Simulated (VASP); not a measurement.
A run of VASP 6.6.1 is set up as follows.

INCAR

```
SYSTEM = KBr
ALGO = Normal ; EDIFF = 1E-7
ENCUT = 520 ; GGA = PS
GGA_COMPAT = .False. ; ISIF = 2
ISMEAR = 0 ; LASPH = .True.
LCHARG = .False. ; LORBIT = 11
LORBMOM = .True. ; LREAL = .False.
LSORBIT = .True. ; LWAVE = .False.
MAGMOM = 0 0 0 0 0 0 ; NBANDS = 28
NELM = 150 ; PREC = Accurate
SIGMA = 0.01
```

Contents of KPOINTS:

```
k-points
0
Gamma
  6 6 6
  0 0 0
```

The input POSCAR:

```
KBr
1.0
    0.0000000000      3.2745285651      3.2745285651
    3.2745285651      0.0000000000      3.2745285651
    3.2745285651      3.2745285651      0.0000000000
K Br
1 1
Direct
    0.0000000000      0.0000000000      0.0000000000
    0.5000000000      0.5000000000      0.5000000000
```

Potentials or basis: VASP PAW PBE potentials, release 64 (K_sv, Br).

Command:

```console
$ cat potpaw_PBE.64/K_sv/POTCAR potpaw_PBE.64/Br/POTCAR > POTCAR
$ mpirun -np 1 vasp_ncl > vasp.out
```

Q: Predict the net moment.

A: 0.00 μB per cell.

Q: What does it give for the pressure?

A: 0.1 GPa.

Moments on the atoms (μB; x, y, z):
```
K   0.00 0.00 0.00
Br  0.00 0.00 0.00
```

Caveat: the PAW data sets were made with another functional, which shifts forces and pressure a little.
